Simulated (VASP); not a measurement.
**TiB2: elastic constants with PBEsol**

The system is TiB2.

```
CELL_PARAMETERS angstrom
3.01368 0.00000 0.00000
-1.50684 2.60993 0.00000
0.00000 0.00000 3.18060
ATOMIC_POSITIONS crystal
Ti 0.00000 0.00000 0.00000
B 0.33333 0.66667 0.50000
B 0.66667 0.33333 0.50000
```

```
Program                   : VASP 6.6.1
Task                      : elastic constants
Functional                : PBEsol
Potentials or basis       : VASP PAW PBE potentials, release 64 (Ti_sv, B)
Cutoff                    : 600 eV
k mesh                    : 16 × 16 × 14
Occupations               : fermi-dirac, width 0.05 eV
Spin                      : no spin polarisation
Dipole correction         : no
Ions in elastic constants : relaxed
Further INCAR settings    : ALGO = Normal; EDIFF = 1e-08; IBRION = 6; POTIM = 0.015; NSW = 1; ISIF = 3
```

```
Voigt bulk modulus            : 271 GPa
Highest phonon frequency at Γ : 915 cm⁻¹
```

Phonon frequencies in cm⁻¹ (negative: imaginary):
```tsv
q point	frequencies
(0.000, 0.000, 0.000)	0 0 0 530 530 534 568 915 915
```

Elastic tensor in Voigt notation (GPa, in the Cartesian axes of the cell as first typed):
```
689  70 110   0   0   0
 70 689 110   0   0   0
110 110 484   0   0   0
  0   0   0 281   0   0
  0   0   0   0 281   0
  0   0   0   0   0 310
```

Clamped-ion elastic tensor (GPa):
```
695  64 110   0   0   0
 64 695 110   0   0   0
110 110 484   0   0   0
  0   0   0 281   0   0
  0   0   0   0 281   0
  0   0   0   0   0 315
```

Run time: 31 min on 1 thread of AMD EPYC 9R45 96-Core Processor (Zen 5) (shared host), peak memory 0.8 GiB.

Caveat: the cell is under stress, which shifts elastic constants; the PAW data sets were made with another functional, which shifts forces and pressure a little.
